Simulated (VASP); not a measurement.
Wanted: the native input for a VASP 6.6.1 run.

```
Task                   : relaxation of cell and atoms
Functional             : PBEsol
Potentials or basis    : VASP PAW PBE potentials, release 64 (Zr_sv)
Cutoff                 : 600 eV
k mesh                 : 16 × 16 × 16
Occupations            : gaussian, width 0.1 eV
Spin                   : no spin polarisation
Dipole correction      : no
Further INCAR settings : ALGO = Normal; EDIFF = 1e-06; IBRION = 2; EDIFFG = -0.01; NSW = 80; ISIF = 3
```

The structure of Zr lies in POSCAR:

```
Zr
1.0
    0.0000000000      2.2229131116      2.2229131116
    2.2229131116      0.0000000000      2.2229131116
    2.2229131116      2.2229131116      0.0000000000
Zr
1
Direct
    0.0000000000      0.0000000000      0.0000000000
```

One way to write it, as run:

INCAR

```
  PREC = Accurate
  ENCUT = 600
  EDIFF = 1E-6
  ISMEAR = 0
  SIGMA = 0.1
  LREAL = False
  LASPH = True
  NELM = 60
  ALGO = Normal
  ISIF = 3
  LWAVE = False
  LCHARG = False
  GGA = PS
  IBRION = 2
  NSW = 80
  EDIFFG = -0.01
```

KPOINTS

```
regular mesh
0
Gamma
  16 16 16
```

Potentials or basis: VASP PAW PBE potentials, release 64 (Zr_sv).

Run with:

```bash
$ cat potpaw_PBE.64/Zr_sv/POTCAR > POTCAR
$ mpirun -np 1 vasp_std > vasp.out
```

It gave:

The relaxed volume is 22.24 Å³/atom and the relaxed cell is a = 3.157 Å, b = 3.157 Å, c = 3.157 Å, α = 60.00°, β = 60.00°, γ = 60.00°. The space group after relaxing (to 0.05 Å) is Fm-3m (No. 225). The energy gained by relaxing is 1.0 meV/atom and the ionic steps are 3. The pressure after relaxing is 0.0 GPa and the band gap on the k mesh is zero (band 6 reaches 10.26 eV, above the bottom of band 7 at 8.87 eV).

Caveat: the PAW data sets were made with another functional, which shifts forces and pressure a little.

Run time: 52 s on 1 thread of AMD EPYC 9R45 (Zen 5), with other jobs on the host, peak memory 0.16 GiB.
